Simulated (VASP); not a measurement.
Write the native input for VASP 6.6.1 that does the following.

```
Task                   : single point
Functional             : PBE
Potentials or basis    : VASP PAW PBE potentials, release 64 (Cd, F)
Cutoff                 : 520 eV
k mesh                 : 6 × 6 × 6
Occupations            : gaussian, width 0.01 eV
Spin                   : no spin polarisation
Dipole correction      : no
Further INCAR settings : ALGO = Normal; EDIFF = 1e-06; NBANDS = 20
```

The structure of CdF2 lies in POSCAR:

```
CdF2
1.0
    0.0000000000      2.7404197564      2.7404197564
    2.7404197564      0.0000000000      2.7404197564
    2.7404197564      2.7404197564      0.0000000000
Cd F
1 2
Direct
    0.0000000000      0.0000000000      0.0000000000
    0.2500000000      0.2500000000      0.2500000000
    0.7500000000      0.7500000000      0.7500000000
```

One way to write it, as run:

INCAR

```
PREC     = Accurate       # precision mode
ENCUT    = 520            # plane-wave cutoff, eV
EDIFF    = 1E-6           # SCF threshold, eV
ISMEAR   = 0              # smearing method
SIGMA    = 0.01           # smearing width, eV
LREAL    = False          # projectors in reciprocal space
LASPH    = True           # aspherical terms in the spheres
NELM     = 100            # most SCF steps
ALGO     = Normal         # electronic algorithm
ISIF     = 2              # what is computed and relaxed
LWAVE    = False          # write WAVECAR
LCHARG   = False          # write CHGCAR
GGA      = PE             # functional
NBANDS   = 20             # bands
```

KPOINTS

```
Automatic mesh
0
Gamma
  6 6 6
```

Potentials or basis: VASP PAW PBE potentials, release 64 (Cd, F).

Command:

```bash
$ cat potpaw_PBE.64/Cd/POTCAR potpaw_PBE.64/F/POTCAR > POTCAR
$ mpirun -np 1 vasp_std > vasp.out
```

Results of the run:

```json
{
 "Pressure": "0.6 GPa",
 "Band gap on the k mesh": "2.90 eV, indirect (least direct gap 3.45 eV)"
}
```

Wall time 9.7 s on 1 thread of Intel(R) Xeon(R) Platinum 8488C (Sapphire Rapids) (shared host), peak memory 0.16 GiB.
